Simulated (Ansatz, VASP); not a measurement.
# CdSe in VASP and in Ansatz

```xyz
4
Lattice="4.3843 0.0000 0.0000 -2.1922 3.7969 0.0000 0.0000 0.0000 7.1577" Properties=species:S:1:pos:R:3 pbc="T T T"
Cd    2.1922    1.2656    3.5788
Cd    0.0000    2.5313    0.0000
Se    2.1922    1.2656    6.3345
Se    0.0000    2.5313    2.7557
```

Change from the starting cell: volume scaled by 1.06.

Alike in both runs: task single point; functional PBE; k mesh 7 × 7 × 4; occupations fermi-dirac, width 0.01 eV; collinear spin.

|  | VASP | Ansatz |
| --- | --- | --- |
| version | VASP 6.6.1 | Ansatz 0.2.0 |
| potentials or method | VASP PAW PBE potentials, release 64 (Cd, Se), cutoff 520 eV | all-electron LAPW, scalar-relativistic |

```csv
,VASP,Ansatz,Ansatz less VASP
gap on the k mesh at the Fermi level (eV),0.57,0.57,+0.003
least direct gap on the mesh (eV),0.57,0.57,+0.003
pressure (GPa),0.3,0.1,-0.23
"traceless stress, the component that is largest in VASP (GPa)",-0.95,-0.91,+0.040
rms of the force components (eV/Å),0.135,0.131,-0.0039
net moment per atom (μB),0.00,0.00,0.000
```

Atom by atom the forces differ by 0.004 eV/Å (rms over components). Ansatz ran all-electron here, and VASP with PAW potentials.
